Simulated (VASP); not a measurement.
Set up this calculation in VASP 6.6.1, as the native input.

| Property | Result |
| --- | --- |
| Task | relaxation of cell and atoms |
| Functional | r2SCAN |
| Potentials or basis | VASP PAW PBE potentials, release 64 (Ta_pv, Si) |
| Cutoff | 600 eV |
| k mesh | 4 × 4 × 4 |
| Occupations | gaussian, width 0.1 eV |
| Spin | no spin polarisation |
| Dipole correction | no |
| Further INCAR settings | ALGO = Normal; EDIFF = 1e-07; IBRION = 2; EDIFFG = -0.04; NSW = 90; ISIF = 3 |

The system is TaSi2.

```
Ta Si
1.0
     0.00000    3.51914    3.51914
     3.51914    0.00000    3.51914
     3.51914    3.51914    0.00000
Ta Si
2 4
Direct
  0.00000 0.00000 0.00000
  0.25000 0.25000 0.25000
  0.62500 0.62500 0.62500
  0.12500 0.62500 0.62500
  0.62500 0.62500 0.12500
  0.62500 0.12500 0.62500
```

One way to write it, as run:

POSCAR

```
TaSi2
1.0
    0.0000000000      3.5191448776      3.5191448776
    3.5191448776      0.0000000000      3.5191448776
    3.5191448776      3.5191448776      0.0000000000
Ta Si
2 4
Direct
    0.0000000000      0.0000000000      0.0000000000
    0.2500000000      0.2500000000      0.2500000000
    0.6250000000      0.6250000000      0.6250000000
    0.1250000000      0.6250000000      0.6250000000
    0.6250000000      0.6250000000      0.1250000000
    0.6250000000      0.1250000000      0.6250000000
```

INCAR.step1

```
SYSTEM = TaSi2
PREC = Accurate
ENCUT = 600
ISMEAR = 0
SIGMA = 0.1
LREAL = .False.
LASPH = .True.
NELM = 80
GGA = PE
ALGO = Normal
EDIFF = 1E-4
LWAVE = .True.
LCHARG = .False.
```

INCAR.step2

```
SYSTEM = TaSi2
PREC = Accurate
ENCUT = 600
EDIFF = 1E-7
ISMEAR = 0
SIGMA = 0.1
LREAL = .False.
LASPH = .True.
NELM = 80
ALGO = Normal
ISIF = 3
LWAVE = .False.
LCHARG = .False.
METAGGA = R2SCAN
LMIXTAU = .True.
IBRION = 2
NSW = 90
EDIFFG = -0.04
ISTART = 1
```

KPOINTS

```
Automatic mesh
0
Gamma
  4 4 4
  0 0 0
```

Potentials or basis: VASP PAW PBE potentials, release 64 (Ta_pv, Si).

The run is started by

```console
$ cat potpaw_PBE.64/Ta_pv/POTCAR potpaw_PBE.64/Si/POTCAR > POTCAR
$ cp INCAR.step1 INCAR
$ mpirun -np 1 vasp_std > vasp.out
$ cp INCAR.step2 INCAR
$ mpirun -np 1 vasp_std > vasp.out
```

It gave:

```yaml
Relaxed_volume: 13.67 Å³/atom
Relaxed_cell: a = 4.877 Å, b = 4.877 Å, c = 4.877 Å, α = 60.00°, β = 60.00°, γ = 60.00°
Space_group_after_relaxing_to_0.1_Å: Fd-3m (No. 227)
Energy_gained_by_relaxing: 30.5 meV/atom
Ionic_steps: 3
Pressure_after_relaxing: -0.2 GPa
Band_gap_on_the_k_mesh: zero (bands 19 and 20 overlap by 2.45 eV)
```

Caveat: the k points lie up to 0.39 Å⁻¹ apart in the final cell, too coarse for converged energies and pressures of a metal; the PAW data sets were made with another functional, which shifts forces and pressure a little; spin-orbit coupling is left out, which moves the levels of the heavy elements.

Run time: 4.1 min on 1 thread of Intel(R) Xeon(R) Platinum 8488C (Sapphire Rapids) (shared host), peak memory 0.27 GiB.
